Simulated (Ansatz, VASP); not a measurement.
**BAs in VASP and in Ansatz**

```xyz
2
Lattice="0.0000 2.3885 2.3885 2.3885 0.0000 2.3885 2.3885 2.3885 0.0000" Properties=species:S:1:pos:R:3 pbc="T T T"
As    3.5827    3.5827    3.5827
B     0.0000    0.0000    0.0000
```

Alike in both runs: task single point; functional PBE; k mesh 10 × 10 × 10; occupations gaussian, width 0.02 eV; no spin polarisation.

|  | VASP | Ansatz |
| --- | --- | --- |
| version | VASP 6.6.1 | Ansatz 0.2.0 |
| potentials or method | VASP PAW PBE potentials, release 64 (As, B) | Ansatz PAW |
| plane-wave cutoff (eV) | 520 | 420 |
| valence electrons in the cell | 8 | 18 |

Ansatz gave:

- gap on the k mesh at the Fermi level (eV): 1.18
- least direct gap on the mesh (eV): 3.28
- pressure (GPa): 2.8

Question: What did VASP give for the same quantities?

Answer: gap on the k mesh at the Fermi level (eV): 1.18; least direct gap on the mesh (eV): 3.28; pressure (GPa): 3.4.

VASP's potentials hold 8 valence electrons a cell and Ansatz's 18, so a difference there can come from the potentials and not from the codes.
